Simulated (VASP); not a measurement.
Input of a VASP 6.6.1 run:

The input INCAR:

```
SYSTEM = Rh
  ALGO = Normal
  EDIFF = 1E-7
  ENCUT = 520
  GGA = PE
  ISIF = 2
  ISMEAR = -1
  LASPH = .True.
  LCHARG = .False.
  LREAL = .False.
  LWAVE = .False.
  NBANDS = 14
  NELM = 80
  PREC = Accurate
  SIGMA = 0.1
```

File KPOINTS:

```
k-points
0
Gamma
  20 20 20
  0 0 0
```

POSCAR

```
Rh
1.0
    1.4995333987      1.4995333987      1.4995333987
   -1.4995333987      1.4995333987      1.4995333987
   -1.4995333987     -1.4995333987      1.4995333987
Rh
1
Direct
    0.0000000000      0.0000000000      0.0000000000
```

Potentials or basis: VASP PAW PBE potentials, release 64 (Rh_pv).

Run with:

```sh
$ cat potpaw_PBE.64/Rh_pv/POTCAR > POTCAR
$ mpirun -np 1 vasp_std > vasp.out
```

Problem. What does it give for the pressure?

Solution. 20.1 GPa.
